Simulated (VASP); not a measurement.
The system is BN.

```
N B
1.0
     2.49824    0.00000    0.00000
    -1.24912    2.16354    0.00000
     0.00000    0.00000    6.63570
N B
2 2
Direct
  0.66667 0.33333 0.25000
  0.33333 0.66667 0.75000
  0.66667 0.33333 0.75000
  0.33333 0.66667 0.25000
```

- Program: VASP 6.6.1
- Task: relaxation of cell and atoms
- Functional: b88 exchange, pbe correlation
- Potentials or basis: VASP PAW PBE potentials, release 64 (N, B)
- Cutoff: 600 eV
- k mesh: 12 × 12 × 4
- Occupations: fermi-dirac, width 0.05 eV
- Spin: no spin polarisation

At the start: pressure 5.0 GPa; volume 8.97 Å³/atom.

**Question.** How do energy, volume and symmetry change on relaxing?

**Answer.** Over 11 steps the energy falls by 15.0 meV/atom and the volume is 10.73 Å³/atom (+19.7 %); space group P6_3/mmc (No. 194, to 0.1 Å) before and after.

The path:
```csv
step,energy change (eV),largest force (eV/Å),pressure (GPa),volume (Å³)
1,0.0000,0.0000,5.01,35.87
2,0.0144,0.0000,-6.27,37.34
3,-0.0093,0.0000,0.45,36.43
4,-0.0139,0.0000,0.41,36.70
5,-0.0258,0.0000,0.32,37.51
6,-0.0430,0.0000,0.25,39.13
7,-0.0597,0.0000,0.16,42.37
8,-0.0600,0.0000,0.11,43.11
9,-0.0601,0.0000,0.13,42.90
10,-0.0583,0.0000,-1.61,43.23
11,-0.0601,0.0000,0.00,42.92
```

Final structure:
```cif
data_structure
_symmetry_space_group_name_H-M 'P 1'
_symmetry_Int_Tables_number 1
_cell_length_a 2.5121
_cell_length_b 2.5121
_cell_length_c 7.8533
_cell_angle_alpha 90.000
_cell_angle_beta 90.000
_cell_angle_gamma 120.000
_cell_volume 42.92
loop_
_atom_site_label
_atom_site_type_symbol
_atom_site_fract_x
_atom_site_fract_y
_atom_site_fract_z
_atom_site_occupancy
N1 N 0.66667 0.33333 0.25000 1
N2 N 0.33333 0.66667 0.75000 1
B1 B 0.66667 0.33333 0.75000 1
B2 B 0.33333 0.66667 0.25000 1
```

Caveat: the volume moved by over 15 % at a fixed basis, so the end points are rough; the PAW data sets were made with another functional, which shifts forces and pressure a little.
